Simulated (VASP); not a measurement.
GaN:

```xyz
2
Lattice="0.0000 2.1340 2.1340 2.1340 0.0000 2.1340 2.1340 2.1340 0.0000" Properties=species:S:1:pos:R:3 pbc="T T T"
Ga    0.0000    0.0000    0.0000
N     2.1340    2.1340    2.1340
```

- Program: VASP 6.6.1
- Task: relaxation of cell and atoms
- Functional: PBEsol
- Potentials or basis: VASP PAW PBE potentials, release 64 (Ga_d, N)
- Cutoff: 600 eV
- k mesh: 10 × 10 × 10
- Occupations: fermi-dirac, width 0.02 eV
- Spin: no spin polarisation

At the start: pressure -7.1 GPa; volume 9.72 Å³/atom.

How do energy, volume and symmetry change on relaxing?

Over 3 steps the energy falls by 7.2 meV/atom and the volume is 9.40 Å³/atom (-3.2 %); space group Fm-3m (No. 225, to 0.1 Å) before and after.

The path:
| step | energy change (eV) | largest force (eV/Å) | pressure (GPa) | volume (Å³) |
| --- | --- | --- | --- | --- |
| 1 | 0.0000 | 0.0000 | -7.11 | 19.44 |
| 2 | -0.0018 | 0.0000 | 7.44 | 18.25 |
| 3 | -0.0144 | 0.0000 | -0.03 | 18.81 |

Final structure:
```yaml
crystal:
  lattice:
    - [0.00000, 2.11076, 2.11076]
    - [2.11076, 0.00000, 2.11076]
    - [2.11076, 2.11076, 0.00000]
  atoms:
    - { symbol: Ga, position: [0.00000, 0.00000, 0.00000] }
    - { symbol: N, position: [0.50000, 0.50000, 0.50000] }
```

Caveat: the structure was generated, so it needn't be the stable form of GaN; the PAW data sets were made with another functional, which shifts forces and pressure a little.
